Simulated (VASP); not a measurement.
A run of VASP 6.6.1:

INCAR

```
SYSTEM = ZnSe
ALGO = Normal ; EDIFF = 1E-6
EDIFFG = -0.002 ; ENCUT = 600
GGA = PE ; IBRION = 2
ISIF = 3 ; ISMEAR = 0
LASPH = .True. ; LCHARG = .False.
LREAL = .False. ; LWAVE = .False.
NELM = 60 ; NSW = 100
PREC = Accurate ; SIGMA = 0.02
```

File KPOINTS:

```
k-points
0
Gamma
  8 8 8
  0 0 0
```

The input POSCAR:

```
ZnSe
1.0
    0.0000000000      2.8324425400      2.8324425400
    2.8324425400      0.0000000000      2.8324425400
    2.8324425400      2.8324425400      0.0000000000
Zn Se
1 1
Direct
    0.0000000000      0.0000000000      0.0000000000
    0.2500000000      0.2500000000      0.2500000000
```

Potentials or basis: VASP PAW PBE potentials, release 64 (Zn, Se).

Launch:

```bash
$ cat potpaw_PBE.64/Zn/POTCAR potpaw_PBE.64/Se/POTCAR > POTCAR
$ mpirun -np 1 vasp_std > vasp.out
```

Hardware: 1 thread of Intel(R) Xeon(R) Platinum 8488C (Sapphire Rapids) (shared host).

How long does it take, and how much memory?

Run time: 68 s on 1 thread of Intel(R) Xeon(R) Platinum 8488C (Sapphire Rapids) (shared host), peak memory 0.2 GiB. Counts: scf iterations 49, k points 29, ion steps 8.
